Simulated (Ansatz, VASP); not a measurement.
**One calculation of SnTe, two programs**

```xyz
2
Lattice="0.0000 3.5840 3.5840 3.5840 0.0000 3.5840 3.5840 3.5840 0.0000" Properties=species:S:1:pos:R:3 pbc="T T T"
Sn    0.0000    0.0000    0.0000
Te    1.7920    1.7920    1.7920
```

Alike in both runs: task single point; functional PBE; k mesh 6 × 6 × 6; occupations fermi-dirac, width 0.02 eV; non-collinear spin, spin-orbit coupling.

```csv
,VASP,Ansatz
version,VASP 6.6.1,Ansatz 0.2.0
potentials or method,"VASP PAW PBE potentials, release 64 (Sn_d, Te)","plane waves, PAW"
plane-wave cutoff (eV),500,420
valence electrons in the cell,20,30
```

```tsv
	VASP	Ansatz	Ansatz less VASP
pressure (GPa)	0.5	0.5	0.00
net moment per atom (μB)	0.00	0.00	0.000
```

With one functional, cell and mesh, what is left measures potentials, basis and numerics. VASP's potentials hold 20 valence electrons a cell and Ansatz's 30, so a difference there can come from the potentials and not from the codes.
